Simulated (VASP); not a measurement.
## Ba: single point with PBE

The system is Ba.

```xyz
4
Lattice="-4.0754 4.0754 3.7849 4.0754 -4.0754 3.7849 4.0754 4.0754 -3.7849" Properties=species:S:1:pos:R:3 pbc="T T T"
Ba    1.4823    5.5576    0.0000
Ba    2.5931   -1.4823    3.7849
Ba    2.5931    1.4823    0.0000
Ba    1.4823    2.5931    3.7849
```

```yaml
Program: VASP 6.6.1
Task: single point
Functional: PBE
Potentials_or_basis: VASP PAW PBE potentials, release 64 (Ba_sv)
Cutoff: 520 eV
k_mesh: 5 × 5 × 5
Occupations: fermi-dirac, width 0.05 eV
Spin: no spin polarisation
Dipole_correction: no
Further_INCAR_settings: ALGO = Fast; EDIFF = 1e-06; NBANDS = 28
```

- Pressure: 0.2 GPa
- Largest force: 0.088 eV/Å
- Band gap on the k mesh: zero (band 20 reaches 1.86 eV, above the bottom of band 21 at 1.55 eV)

Forces on the atoms (eV/Å):
```
Ba  -0.063 -0.063  0.000
Ba   0.063  0.063  0.000
Ba   0.063 -0.063  0.000
Ba  -0.063  0.063  0.000
```

Stress tensor (GPa, compression positive):
```
0.23 0.00 0.00
0.00 0.23 0.00
0.00 0.00 0.14
```

Levels at points of the mesh, in eV from the Fermi level:
| k point | band 17 | band 18 | band 19 | band 20 | band 21 | band 22 | band 23 | band 24 |
| --- | --- | --- | --- | --- | --- | --- | --- | --- |
| (0.00, 0.00, 0.00) | -2.71 | -0.54 | -0.48 | -0.25 | 0.27 | 0.27 | 0.98 | 1.03 |

Run time: 2.5 min on 1 thread of Intel(R) Xeon(R) 6975P-C (Granite Rapids) (shared host), peak memory 0.43 GiB.

Caveat: spin-orbit coupling is left out, which moves the levels of the heavy elements.
